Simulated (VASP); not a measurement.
Here is a VASP 6.6.1 calculation.

File INCAR:

```
SYSTEM = BaB2Ir2
ALGO = Fast
EDIFF = 1E-6
ENCUT = 520
GGA = PS
ISIF = 2
ISMEAR = 0
LASPH = .True.
LCHARG = .False.
LREAL = .False.
LWAVE = .False.
NBANDS = 25
NELM = 80
PREC = Accurate
SIGMA = 0.1
```

KPOINTS

```
k-points
0
Gamma
  12 12 12
  0 0 0
```

POSCAR

```
BaB2Ir2
1.0
   -1.9768327596      1.9768327596      5.8526994075
    1.9768327596     -1.9768327596      5.8526994075
    1.9768327596      1.9768327596     -5.8526994075
Ba B Ir
1 2 2
Direct
    0.0000000000      0.0000000000      0.0000000000
    0.3154596100      0.3154596100      0.0000000000
    0.6845403900      0.6845403900      0.0000000000
    0.7500000000      0.2500000000      0.5000000000
    0.2500000000      0.7500000000      0.5000000000
```

Potentials or basis: VASP PAW PBE potentials, release 64 (Ba_sv, B, Ir).

Launch:

```bash
$ cat potpaw_PBE.64/Ba_sv/POTCAR potpaw_PBE.64/B/POTCAR potpaw_PBE.64/Ir/POTCAR > POTCAR
$ mpirun -np 1 vasp_std > vasp.out
```

Q: Predict the largest force.

A: 0.071 eV/Å.

Q: What does it give for the pressure?

A: -4.1 GPa.

Stress tensor (GPa, compression positive):
```
-4.04  0.00  0.00
 0.00 -4.04  0.00
 0.00  0.00 -4.17
```

Caveat: the cell stands under tension; the PAW data sets were made with another functional, which shifts forces and pressure a little.
